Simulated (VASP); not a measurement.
# SiNi (P2_13) in VASP: notebook

SiNi is run at these levels: PBEsol; tasks: single point.

Everything below comes from runs of VASP 6.6.1. Logs are shortened: lines on timing, memory, paths and dates and some standing lists are left out, and cuts for length are marked.

### Step 1. The cell of the first run

The structure is cubic, space group P2_13 (No. 198). Conventional cell: a = 4.377 Å, b = 4.377 Å, c = 4.377 Å, α = 90.00°, β = 90.00°, γ = 90.00°. Si (site symmetry 3) has 7 Ni at 2.30 to 2.36 Å and 6 Si at 2.70 Å within 3.0 Å. Ni (site symmetry 3) has 7 Si at 2.30 to 2.36 Å and 6 Ni at 2.70 Å within 3.0 Å.

### Step 2. Single point, PBEsol (volume scaled by 0.94, then relaxed in part)

Contents of INCAR:

```
PREC = Accurate ; ENCUT = 520
EDIFF = 1E-6 ; ISMEAR = 0
SIGMA = 0.1 ; LREAL = False
LASPH = True ; NELM = 100
ALGO = Normal ; ISIF = 2
LWAVE = False ; LCHARG = False
GGA = PS ; NBANDS = 38
```

Contents of KPOINTS:

```
Automatic mesh
0
Gamma
  8 8 8
```

Contents of POSCAR:

```
SiNi
1.0
    4.3767681738      0.0000000000      0.0000000000
    0.0000000000      4.3767681738      0.0000000000
    0.0000000000      0.0000000000      4.3767681738
Si Ni
4 4
Direct
    0.8468406537      0.8468406537      0.8468406537
    0.6531593463      0.1531593463      0.3468406537
    0.3468406537      0.6531593463      0.1531593463
    0.1531593463      0.3468406537      0.6531593463
    0.1499720746      0.1499720746      0.1499720746
    0.3500279254      0.8500279254      0.6499720746
    0.6499720746      0.3500279254      0.8500279254
    0.8500279254      0.6499720746      0.3500279254
```

Potentials or basis: VASP PAW PBE potentials, release 64 (Si, Ni).

Run with:

```sh
> cat potpaw_PBE.64/Si/POTCAR potpaw_PBE.64/Ni/POTCAR > POTCAR
> mpirun -np 1 vasp_std > vasp.out
```

OUTCAR:

```text
PREC = Accurate
   ENCUT = 520
   EDIFF = 1E-6
   ISMEAR = 0
   LREAL = False
   LASPH = True
   NELM = 100
   ISIF = 2
   GGA = PS

 ion  position               nearest neighbor table
   1  0.847  0.847  0.847-   5 2.30   6 2.34   7 2.34   8 2.34   7 2.36   8 2.36   6 2.36   3 2.70
                             4 2.70   2 2.70   2 2.70   4 2.70   3 2.70
   2  0.653  0.153  0.347-   6 2.30   5 2.34   7 2.34   8 2.34   7 2.36   8 2.36   5 2.36   1 2.70
                             1 2.70   3 2.70   3 2.70   4 2.70   4 2.70
   3  0.347  0.653  0.153-   7 2.30   6 2.34   5 2.34   8 2.34   8 2.36   6 2.36   5 2.36   1 2.70
                             4 2.70   2 2.70   2 2.70   4 2.70   1 2.70
   4  0.153  0.347  0.653-   8 2.30   6 2.34   7 2.34   5 2.34   6 2.36   5 2.36   7 2.36   1 2.70
                             3 2.70   2 2.70   1 2.70   2 2.70   3 2.70
   5  0.150  0.150  0.150-   1 2.30   2 2.34   3 2.34   4 2.34   3 2.36   4 2.36   2 2.36   6 2.70
                             7 2.70   8 2.70   6 2.70   8 2.70   7 2.70
   6  0.350  0.850  0.650-   2 2.30   1 2.34   3 2.34   4 2.34   3 2.36   4 2.36   1 2.36   8 2.70
                             5 2.70   5 2.70   7 2.70   7 2.70   8 2.70
   7  0.650  0.350  0.850-   3 2.30   2 2.34   1 2.34   4 2.34   4 2.36   2 2.36   1 2.36   8 2.70
                             5 2.70   8 2.70   6 2.70   6 2.70   5 2.70
   8  0.850  0.650  0.350-   4 2.30   2 2.34   3 2.34   1 2.34   2 2.36   1 2.36   3 2.36   7 2.70
                             5 2.70   7 2.70   5 2.70   6 2.70   6 2.70

  LATTYP: Found a simple cubic cell.
 ALAT       =     4.3767681738

  Lattice vectors:

 A1 = (   4.3767681738,   0.0000000000,   0.0000000000)
 A2 = (   0.0000000000,   4.3767681738,   0.0000000000)
 A3 = (   0.0000000000,   0.0000000000,   4.3767681738)

Analysis of symmetry for initial positions (statically):
=====================================================================
 Subroutine PRICEL returns:
 Original cell was already a primitive cell.

 Routine SETGRP: Setting up the symmetry group for a
 simple cubic supercell.

 Subroutine GETGRP returns: Found 12 space group operations
 (whereof  3 operations were pure point group operations)
 out of a pool of 48 trial point group operations.

The static configuration has the point symmetry C_3 .
 The point group associated with its full space group is T   .

Analysis of symmetry for dynamics (positions and initial velocities):
=====================================================================
 Subroutine PRICEL returns:
 Original cell was already a primitive cell.

 Routine SETGRP: Setting up the symmetry group for a
 simple cubic supercell.

 Subroutine GETGRP returns: Found 12 space group operations
 (whereof  3 operations were pure point group operations)
 out of a pool of 48 trial point group operations.

The dynamic configuration has the point symmetry C_3 .
 The point group associated with its full space group is T   .

 Subroutine INISYM returns: Found 12 space group operations
 (whereof  3 operations are pure point group operations),
 and found     1 'primitive' translations

----------------------------------------------------------------------------------------

                                     Primitive cell

  volume of cell :      83.8418

  direct lattice vectors                    reciprocal lattice vectors
     4.376768174  0.000000000  0.000000000     0.228479088  0.000000000  0.000000000
     0.000000000  4.376768174  0.000000000     0.000000000  0.228479088  0.000000000
     0.000000000  0.000000000  4.376768174     0.000000000  0.000000000  0.228479088

  length of vectors
     4.376768174  4.376768174  4.376768174     0.228479088  0.228479088  0.228479088

  position of ions in fractional coordinates (direct lattice)
     0.846840654  0.846840654  0.846840654
     0.653159346  0.153159346  0.346840654
     0.346840654  0.653159346  0.153159346
     0.153159346  0.346840654  0.653159346
     0.149972075  0.149972075  0.149972075
     0.350027925  0.850027925  0.649972075
     0.649972075  0.350027925  0.850027925
     0.850027925  0.649972075  0.350027925

  ion indices of the primitive-cell ions
   primitive index   ion index
                 1           1
                 2           2
                 3           3
                 4           4
                 5           5
                 6           6
                 7           7
                 8           8

----------------------------------------------------------------------------------------

 KPOINTS: Automatic mesh

Automatic generation of k-mesh.
 Grid dimensions read from file:
 generate k-points for:    8    8    8

 Generating k-lattice:

  Cartesian coordinates                     Fractional coordinates (reciprocal lattice)
     0.028559886  0.000000000  0.000000000     0.125000000  0.000000000  0.000000000
     0.000000000  0.028559886  0.000000000     0.000000000  0.125000000  0.000000000
     0.000000000  0.000000000  0.028559886     0.000000000  0.000000000  0.125000000

  Length of vectors
     0.028559886  0.028559886  0.028559886

  Shift w.r.t. Gamma in fractional coordinates (k-lattice)
     0.000000000  0.000000000  0.000000000

 Subroutine IBZKPT returns following result:
 ===========================================

 Found     45 irreducible k-points:

 Following reciprocal coordinates:
            Coordinates               Weight
  0.000000  0.000000  0.000000      1.000000
  0.125000  0.000000  0.000000      6.000000
  0.250000  0.000000  0.000000      6.000000
  0.375000  0.000000  0.000000      6.000000
  0.500000  0.000000  0.000000      3.000000
  0.125000  0.125000  0.000000     12.000000
[... 16 lines left out ...]
  0.250000  0.125000  0.125000     24.000000
  0.375000  0.125000  0.125000     24.000000
 [... further k-points ...]
   k-points           NKPTS =     45   k-points in BZ     NKDIM =     45   number of bands    NBANDS=     38
   number of dos      NEDOS =    301   number of ions     NIONS =      8
   total plane-waves  NPLWV =  46656
   dimension x,y,z NGX =    36 NGY =   36 NGZ =   36
   dimension x,y,z NGXF=    72 NGYF=   72 NGZF=   72
   ions per type =               4   4
   NGX,Y,Z   is equivalent  to a cutoff of  13.67, 13.67, 13.67 a.u.
   NGXF,Y,Z  is equivalent  to a cutoff of  27.35, 27.35, 27.35 a.u.
 SYSTEM =  unknown system
   PREC   = accura    normal or accurate (medium, high low for compatibility)
   ISTART =      0    job   : 0-new  1-cont  2-samecut
   ICHARG =      2    charge: 1-file 2-atom 10-const
   ISPIN  =      1    spin polarized calculation?
   LNONCOLLINEAR =      F non collinear calculations
   LSORBIT =      F    spin-orbit coupling
   LASPH  =      T    aspherical Exc in radial PAW
   ENCUT  =  520.0 eV  38.22 Ry    6.18 a.u.   8.14  8.14  8.14*2*pi/ulx,y,z
   NELM   =    100;   NELMIN=  2; NELMDL= -5     # of ELM steps
   EDIFF  = 0.1E-05   stopping-criterion for ELM
   LREAL  =      F    real-space projection
   EDIFFG = 0.1E-04   stopping-criterion for IOM
   NSW    =      0    number of steps for IOM
   IBRION =     -1    ionic relax: 0-MD 1-quasi-New 2-CG
   NFREE  =      0    steps in history (QN), initial steepest desc. (CG)
   ISIF   =      2    stress and relaxation
   ISYM   =      2    0-nonsym 1-usesym 2-fastsym
   POTIM  = 0.5000    time-step for ionic-motion
   TEBEG  =    0.0;   TEEND  =   0.0 temperature during run
   PSTRESS=    0.0 pullay stress
   NELECT =      56.0000    total number of electrons
   NUPDOWN=      -1.0000    fix difference up-down
   EMIN   =  10.00;   EMAX   =-10.00  energy-range for DOS
   EFERMI =   0.00;   METHOD = LEGACY
   ISMEAR =     0;   SIGMA  =   0.10  broadening in eV -4-tet -1-fermi 0-gaus
   EFERMI_NEDOS =   21; number of points for ismear=-14 and -15
   IALGO  =     38    algorithm
   IMIX   =      4    mixing-type and parameters
     AMIX     =   0.40;   BMIX     =  1.00
     AMIX_MAG =   1.60;   BMIX_MAG =  1.00
  volume/ion in A,a.u.               =      10.48        70.72
  Fermi-wavevector in a.u.,A,eV,Ry     =   1.431036  2.704266 27.862891  2.047865
  Thomas-Fermi vector in A             =   2.550816
   LORBIT       =      0    0 simple, 1 ext, 2 COOP (PROOUT), +10 PAW based schemes
   GGA     = PS    functional components
   LHFCALC =     F    Hartree Fock is set to
   AEXX    =    0.0000 exact exchange contribution
   IVDW    =     0    specifies the selected vdW correction
   LEPSILON=     F    determine dielectric tensor
   LRPA    =     F    only Hartree local field effects (RPA)
 non-spin polarized calculation
 Gauss-broadening in eV      SIGMA  =   0.10
  energy-cutoff  :      520.00
  volume of cell :       83.84
 maximum number of plane-waves:      2301
 NGX is ok and might be reduce to    36
   NGX = 17   NGY = 17   NGZ = 17

 number of electron      56.0000006 magnetization

 Free energy of the ion-electron system (eV)
  ---------------------------------------------------
  ext. energy  EPLUGINS =         0.00000000
  ---------------------------------------------------
  free energy    TOTEN  =       -51.35455329 eV

  energy without entropy =      -51.34376227  energy(sigma->0) =      -51.34915778

 E-fermi :  13.2952     XC(G=0): -13.1079

 val. band max:       13.2681102297   @ k =  -0.1250   0.3750   0.0000
 cond. band min:      13.3228508772   @ k =   0.2500   0.2500   0.0000
 fundamental gap:      0.0547406475
 Fermi energy:        13.2952165111

 k-point     1 :       0.0000    0.0000    0.0000
  band No.  band energies     occupation
      1      -1.8186      2.00000
      2       3.9087      2.00000
      3       3.9087      2.00000
      4       3.9087      2.00000
      5       6.3894      2.00000
      6       6.3894      2.00000
[... 30 lines left out ...]
     37      17.9552      0.00000
     38      17.9552      0.00000

 k-point     2 :       0.1250    0.0000    0.0000
  band No.  band energies     occupation
      1      -1.6990      2.00000
      2       3.0853      2.00000
      3       3.9856      2.00000
      4       4.4695      2.00000
      5       5.9801      2.00000
      6       6.4567      2.00000
[... 30 lines left out ...]
     37      17.2630      0.00000
     38      18.4563      0.00000

 k-point     3 :       0.2500    0.0000    0.0000
  band No.  band energies     occupation
      1      -1.3434      2.00000
      2       2.0476      2.00000
      3       4.2094      2.00000
      4       4.9133      2.00000
      5       5.8320      2.00000
      6       6.6000      2.00000
[... 30 lines left out ...]
     37      17.9197      0.00000
     38      18.7881      0.00000

 k-point     4 :       0.3750    0.0000    0.0000
  band No.  band energies     occupation
      1      -0.7619      2.00000
      2       0.9847      2.00000
      3       4.5563      2.00000
      4       5.1938      2.00000
      5       5.8389      2.00000
      6       6.5618      2.00000
[... 30 lines left out ...]
     37      17.8299      0.00000
     38      18.1549      0.00000
[... 703 lines left out ...]
      4       4.6298      2.00000
      5       6.0363      2.00000
      6       6.6988      2.00000
[... 30 lines left out ...]
     37      17.7697      0.00000
     38      17.9244      0.00000

 k-point    23 :       0.2500    0.1250    0.1250
  band No.  band energies     occupation
      1      -1.1089      2.00000
      2       2.1682      2.00000
      3       3.5335      2.00000
      4       4.7368      2.00000
      5       5.9410      2.00000
      6       6.5275      2.00000
[... 30 lines left out ...]
     37      18.2207      0.00000
     38      18.6997      0.00000

 k-point    24 :       0.3750    0.1250    0.1250
  band No.  band energies     occupation
      1      -0.5334      2.00000
      2       1.1784      2.00000
      3       3.9138      2.00000
      4       4.8664      2.00000
      5       5.5803      2.00000
      6       6.3124      2.00000
[... 30 lines left out ...]
     37      18.0634      0.00000
     38      19.1171      0.00000

 [... further k-points ...]
[... 5 lines left out ...]
  --------------------------------------------------------------------------------------
  -------------------------------------------------------------------------------------
  Total        7.6369320      7.6369320      7.6369320     -0.0000000      0.0000000     -0.0000000
  in kB      145.9381638    145.9381638    145.9381638     -0.0000000      0.0000000     -0.0000000
  external PRESSURE =     145.9381638 kB  Pullay stress =       0.0000000 kB

 VOLUME and BASIS-vectors are now :
 -----------------------------------------------------------------------------
  energy-cutoff  :      520.00
  volume of cell :       83.84
      direct lattice vectors                 reciprocal lattice vectors
     4.376768174  0.000000000  0.000000000     0.228479088  0.000000000  0.000000000
     0.000000000  4.376768174  0.000000000     0.000000000  0.228479088  0.000000000
     0.000000000  0.000000000  4.376768174     0.000000000  0.000000000  0.228479088

 POSITION                                       TOTAL-FORCE (eV/Angst)
 -----------------------------------------------------------------------------------
      3.70643      3.70643      3.70643         0.001642      0.001642      0.001642
      2.85873      0.67034      1.51804        -0.001642     -0.001642      0.001642
      1.51804      2.85873      0.67034         0.001642     -0.001642     -0.001642
      0.67034      1.51804      2.85873        -0.001642      0.001642     -0.001642
      0.65639      0.65639      0.65639         0.000482      0.000482      0.000482
      1.53199      3.72038      2.84478        -0.000482     -0.000482      0.000482
      2.84478      1.53199      3.72038         0.000482     -0.000482     -0.000482
      3.72038      2.84478      1.53199        -0.000482      0.000482     -0.000482
 -----------------------------------------------------------------------------------
    total drift:                                0.000000      0.000000     -0.000000

  FREE ENERGIE OF THE ION-ELECTRON SYSTEM (eV)
  ---------------------------------------------------
  free  energy   TOTEN  =       -51.3545532945 eV

  energy  without entropy=      -51.3437622689  energy(sigma->0) =      -51.34915778
```

It took 69 s on 1 thread of Intel Xeon 6975P-C (Granite Rapids), shared host; peak memory 0.26 GiB.

What came out:

| Item | Value |
| --- | --- |
| Free energy | -51.3546 eV |
| Pressure | 14.6 GPa |
| Band gap on the k mesh | zero (band 28 reaches 14.46 eV, above the bottom of band 29 at 13.12 eV) |

Forces on the atoms (eV/Å):
```
Si   0.002  0.002  0.002
Si  -0.002 -0.002  0.002
Si   0.002 -0.002 -0.002
Si  -0.002  0.002 -0.002
Ni   0.000  0.000  0.000
Ni   0.000  0.000  0.000
Ni   0.000  0.000  0.000
Ni   0.000  0.000  0.000
```

Caveat: the cell differs from its parent crystal (volume scaled by 0.94, then relaxed in part); the PAW data sets were made with another functional, which shifts forces and pressure a little.

### Step 3. Single point, PBEsol (volume scaled by 0.97, then relaxed in part)

Contents of INCAR:

```
  PREC = Accurate
  ENCUT = 520
  EDIFF = 1E-6
  ISMEAR = 0
  SIGMA = 0.1
  LREAL = F
  LASPH = T
  NELM = 60
  ALGO = Normal
  ISIF = 2
  LWAVE = F
  LCHARG = F
  GGA = PS
  NBANDS = 38
```

KPOINTS is that of step 2.

Contents of POSCAR:

```
SiNi
1.0
    4.4228428036      0.0000000000      0.0000000000
    0.0000000000      4.4228428036      0.0000000000
    0.0000000000      0.0000000000      4.4228428036
Si Ni
4 4
Direct
    0.8466385677      0.8466385677      0.8466385677
    0.6533614323      0.1533614323      0.3466385677
    0.3466385677      0.6533614323      0.1533614323
    0.1533614323      0.3466385677      0.6533614323
    0.1495841926      0.1495841926      0.1495841926
    0.3504158074      0.8504158074      0.6495841926
    0.6495841926      0.3504158074      0.8504158074
    0.8504158074      0.6495841926      0.3504158074
```

Potentials or basis: VASP PAW PBE potentials, release 64 (Si, Ni).

Run with:

```sh
> cat potpaw_PBE.64/Si/POTCAR potpaw_PBE.64/Ni/POTCAR > POTCAR
> mpirun -np 1 vasp_std > vasp.out
```

Wall time 64 s (1 thread of Intel Xeon 6975P-C (Granite Rapids), shared host); peak memory 0.26 GiB.

It converged, with:

- Free energy: -51.5318 eV
- Pressure: 6.8 GPa
- Largest force: 0.005 eV/Å
- Band gap on the k mesh: zero (band 28 reaches 13.84 eV, above the bottom of band 29 at 12.55 eV)

Forces in eV/Å, atoms in the order of the input:
```
Si   0.003  0.003  0.003
Si  -0.003 -0.003  0.003
Si   0.003 -0.003 -0.003
Si  -0.003  0.003 -0.003
Ni   0.000  0.000  0.000
Ni   0.000  0.000  0.000
Ni   0.000  0.000  0.000
Ni   0.000  0.000  0.000
```

Levels at points of the mesh, in eV from the Fermi level:
```tsv
k point	band 26	band 27	band 28	band 29	band 30	band 31
(0.00, 0.00, 0.00)	-1.75	-1.75	1.10	1.10	1.10	1.40
(0.50, 0.00, 0.00)	-2.16	-0.69	-0.69	-0.18	-0.18	2.86
(0.50, 0.50, 0.00)	-1.67	-1.05	-1.05	0.40	0.40	0.90
(0.50, 0.50, 0.50)	-1.93	-1.93	-1.93	4.44	4.44	4.44
```

Caveat: the cell differs from its parent crystal (volume scaled by 0.97, then relaxed in part); the PAW data sets were made with another functional, which shifts forces and pressure a little. Spin polarisation is off, so any magnetic state and its effect on volume and gap are missing.

### Step 4. Single point, PBEsol

This run uses another cell than the first one, of 11.15 Å³/atom, 1.064 times its volume.

Contents of INCAR:

```
PREC = Accurate
ENCUT = 520
EDIFF = 1E-6
ISMEAR = 0
SIGMA = 0.1
LREAL = F
LASPH = T
NELM = 80
ALGO = Normal
ISIF = 2
LWAVE = F
LCHARG = F
GGA = PS
NBANDS = 38
```

Contents of KPOINTS:

```
regular mesh
0
Gamma
  8 8 8
```

Contents of POSCAR:

```
SiNi
1.0
    4.4679769699      0.0000000000      0.0000000000
    0.0000000000      4.4679769699      0.0000000000
    0.0000000000      0.0000000000      4.4679769699
Si Ni
4 4
Direct
    0.8464645197      0.8464645197      0.8464645197
    0.6535354803      0.1535354803      0.3464645197
    0.3464645197      0.6535354803      0.1535354803
    0.1535354803      0.3464645197      0.6535354803
    0.1489904748      0.1489904748      0.1489904748
    0.3510095252      0.8510095252      0.6489904748
    0.6489904748      0.3510095252      0.8510095252
    0.8510095252      0.6489904748      0.3510095252
```

Run with:

```sh
> cat potpaw_PBE.64/Si/POTCAR potpaw_PBE.64/Ni/POTCAR > POTCAR
> mpirun -np 1 vasp_std > vasp.out
```

Run time: 65 s. Hardware: 1 thread of Intel Xeon 6975P-C (Granite Rapids), shared host; peak memory 0.26 GiB.

The run converged. Its results:

```yaml
Free_energy: -51.5894 eV
Pressure: 0.2 GPa
Largest_force: 0.003 eV/Å
Band_gap_on_the_k_mesh: zero (band 28 reaches 13.25 eV, above the bottom of band 29 at 12.02 eV)
```

Forces in eV/Å, atoms in the order of the input:
```
Si   0.001  0.001  0.001
Si  -0.001 -0.001  0.001
Si   0.001 -0.001 -0.001
Si  -0.001  0.001 -0.001
Ni   0.002  0.002  0.002
Ni  -0.002 -0.002  0.002
Ni   0.002 -0.002 -0.002
Ni  -0.002  0.002 -0.002
```

Levels at points of the mesh, in eV from the Fermi level:
```
           k point  band 25  band 26  band 27  band 28  band 29  band 30  band 31  band 32
(0.00, 0.00, 0.00)    -1.66    -1.66    -1.66     1.05     1.05     1.05     1.41     1.41
(0.50, 0.00, 0.00)    -2.05    -2.05    -0.63    -0.63    -0.18    -0.18     2.82     2.82
(0.50, 0.50, 0.00)    -1.57    -1.57    -0.99    -0.99     0.37     0.37     0.89     0.89
(0.50, 0.50, 0.50)    -1.82    -1.82    -1.82    -1.82     4.30     4.30     4.30     4.30
```

Caveat: the PAW data sets were made with another functional, which shifts forces and pressure a little. Spin polarisation is off, so any magnetic state and its effect on volume and gap are missing.

### Step 5. The runs side by side

| cell | gap on the mesh (eV) | pressure (GPa) |
| --- | --- | --- |
| a = 4.377 Å, 8 atoms | none | 14.6 |
| a = 4.423 Å, 8 atoms | none | 6.8 |
| a = 4.468 Å, 8 atoms | none | 0.2 |

Alike in all rows: task single point; level PBEsol; potentials or basis VASP PAW PBE potentials, release 64 (Si, Ni); no spin polarisation; k mesh 8 × 8 × 8; cutoff (eV) 520; smearing gaussian 0.1 eV.

Caveats: the PAW data sets were made with another functional, which shifts forces and pressure a little.

Absolute energies hang on the potentials; compare differences alone.
